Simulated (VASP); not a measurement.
## TaN: single point with PBEsol+D3(BJ)

Crystal: TaN.

```
Ta N
1.0
     5.07915    0.00000    0.00000
    -2.53957    4.39867    0.00000
     0.00000    0.00000    2.84423
Ta N
3 3
Direct
  0.33333 0.66667 0.50000
  0.66667 0.33333 0.50000
  0.00000 0.00000 0.00000
  0.39547 0.00000 0.00000
  0.60453 0.60453 0.00000
  0.00000 0.39547 0.00000
```

```
Program             : VASP 6.6.1
Task                : single point
Functional          : PBEsol
Dispersion          : D3(BJ)
Potentials or basis : VASP PAW PBE potentials, release 64 (Ta_pv, N)
Cutoff              : 520 eV
k mesh              : 6 × 6 × 8
Occupations         : gaussian, width 0.05 eV
Spin                : collinear spin
Starting moments    : [0.05, 0.05, -0.05, 0.0, 0.0, 0.0] μB
```

```
Pressure                                              : 15.3 GPa
Largest force                                         : 0.007 eV/Å
Band gap on the k mesh                                : zero (filled and empty bands overlap)
Net moment                                            : 0.00 μB per cell
Valence electrons inside the program's atomic spheres : Ta 9.14, 9.12 (each value once); N 3.85
Dispersion energy per atom                            : -0.468 eV
```

Forces in eV/Å, atoms in the order of the input:
```
Ta   0.000  0.000  0.000
Ta   0.000  0.000  0.000
Ta   0.000  0.000  0.000
N    0.007  0.000  0.000
N   -0.004 -0.006  0.000
N   -0.004  0.006  0.000
```

Stress tensor (GPa, compression positive):
```
15.29  0.00  0.00
 0.00 15.29  0.00
 0.00  0.00 15.20
```

Levels at points of the mesh, in eV from the Fermi level:
Spin up:
```
           k point  band 22  band 23  band 24  band 25  band 26  band 27
(0.00, 0.00, 0.00)    -3.62    -2.23    -1.21    -1.21     0.39     0.39
(0.50, 0.00, 0.00)    -4.30    -3.18    -3.01     1.19     1.76     1.85
(0.00, 0.00, 0.50)    -3.34    -3.34     1.91     1.91     1.96     2.16
(0.50, 0.00, 0.50)    -3.74    -2.27    -1.30     0.35     1.32     3.39
```
Spin down:
```tsv
k point	band 22	band 23	band 24	band 25	band 26	band 27
(0.00, 0.00, 0.00)	-3.62	-2.23	-1.21	-1.21	0.39	0.39
(0.50, 0.00, 0.00)	-4.30	-3.18	-3.01	1.19	1.76	1.85
(0.00, 0.00, 0.50)	-3.34	-3.34	1.91	1.91	1.96	2.16
(0.50, 0.00, 0.50)	-3.74	-2.27	-1.30	0.35	1.32	3.39
```

It took 3.4 min on 1 thread of Oxide Virtual Turin-like Processor, with other jobs on the host, peak memory 0.26 GiB.

Caveat: the cell stands under pressure; the PAW data sets were made with another functional, which shifts forces and pressure a little; spin-orbit coupling is left out, which moves the levels of the heavy elements.
